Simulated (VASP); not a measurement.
HPbNO4, 7 atoms in the cell. The typed cell holds 7 atoms: a = 3.857 Å, b = 4.338 Å, c = 5.984 Å, α = 81.87°, β = 83.26°, γ = 87.68°. 

* Program: VASP 6.6.1
* Task: single point
* Functional: PBE
* Potentials or basis: VASP PAW PBE potentials, release 64 (H_h, Pb_d, N_h, O_h)
* Cutoff: 1000 eV
* k mesh: 3 × 3 × 2
* Occupations: fermi-dirac, width 0.05 eV
* Spin: no spin polarisation
* Dipole correction: no
* Further INCAR settings: ALGO = Normal; EDIFF = 1e-06; NBANDS = 31

Potentials or basis: VASP PAW PBE potentials, release 64 (H_h, Pb_d, N_h, O_h).

Run with:

```bash
$ cat potpaw_PBE.64/H_h/POTCAR potpaw_PBE.64/Pb_d/POTCAR potpaw_PBE.64/N_h/POTCAR potpaw_PBE.64/O_h/POTCAR > POTCAR
$ mpirun -np 1 vasp_std > vasp.out
```

Hardware: 1 thread of Intel(R) Xeon(R) Platinum 8259CL CPU @ 2.50GHz (Skylake/Cascade Lake) (shared host).

**Question.** How long does it take, and how much memory?

**Answer.** Wall time 110 s on 1 thread of Intel(R) Xeon(R) Platinum 8259CL CPU @ 2.50GHz (Skylake/Cascade Lake) (shared host), peak memory 0.4 GiB. Counts: scf iterations 16, k points 10.
